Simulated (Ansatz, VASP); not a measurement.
**KCl: VASP beside Ansatz**

File INCAR:

```
SYSTEM = KCl
ALGO = Normal ; EDIFF = 1E-7
ENCUT = 520 ; GGA = PE
ISIF = 2 ; ISMEAR = 0
LASPH = .TRUE. ; LCHARG = .FALSE.
LREAL = .FALSE. ; LWAVE = .FALSE.
NBANDS = 24 ; NELM = 60
PREC = Accurate ; SIGMA = 0.05
```

The input KPOINTS:

```
k-points
0
G
  6 6 6
  0 0 0
```

The input POSCAR:

```
KCl
1.0
    0.0000000000     -3.1897839381     -3.1897839381
   -3.1897839381      0.0000000000     -3.1897839381
    3.1897839381      3.1897839381     -6.3795678762
K Cl
2 2
Direct
   -0.0137207932      0.0345389364     -0.0058768231
    0.5489817317      0.4537074175      0.4941231769
    0.7305551093      0.7564816302      0.7564816302
    0.2305551093      0.2564816302      0.2564816302
```

Input for Ansatz:

```yaml
crystal:
  lattice:
    - [0.0, -3.1897839381, -3.1897839381]
    - [-3.1897839381, 0.0, -3.1897839381]
    - [3.1897839381, 3.1897839381, -6.3795678762]
  atoms:
    - { symbol: K, position: [-0.0137207932, 0.0345389364, -0.0058768231] }
    - { symbol: K, position: [0.5489817317, 0.4537074175, 0.4941231769] }
    - { symbol: Cl, position: [0.7305551093, 0.7564816302, 0.7564816302] }
    - { symbol: Cl, position: [0.2305551093, 0.2564816302, 0.2564816302] }
basis:
  ecutwfc: 420
kpoints:
  mp_grid: { grid: [6, 6, 6] }
hamiltonian:
  xc: pbe
  pseudopotentials: { kind: paw }
scf:
  occupations: { method: gaussian, width: 0.05 }
output:
  forces: true
  stress: true
  eigenvalues: true
```

Change from the starting cell: mode 4 frozen in at -0.166 Å and mode 9 at -0.083 Å (largest displacements).

Alike in both runs: task single point; functional PBE; k mesh 6 × 6 × 6; occupations gaussian, width 0.05 eV; no spin polarisation.

|  | VASP | Ansatz |
| --- | --- | --- |
| version | VASP 6.6.1 | Ansatz 0.2.0 |
| potentials or method | VASP PAW PBE potentials, release 64 (K_sv, Cl), cutoff 520 eV | scalar-relativistic, plane waves, PAW |
| valence electrons in the cell | 32 | 32 |

```tsv
	VASP	Ansatz	Ansatz less VASP
gap on the k mesh at the Fermi level (eV)	5.06	5.06	+0.002
least direct gap on the mesh (eV)	5.06	5.06	+0.002
pressure (GPa)	0.4	0.3	-0.02
traceless stress, the component that is largest in VASP (GPa)	0.40	0.39	-0.007
rms of the force components (eV/Å)	0.154	0.151	-0.0027
```

Atom by atom the forces differ by 0.003 eV/Å (rms over components). The functional is the same, so the differences come from potentials, cutoffs and numerics.
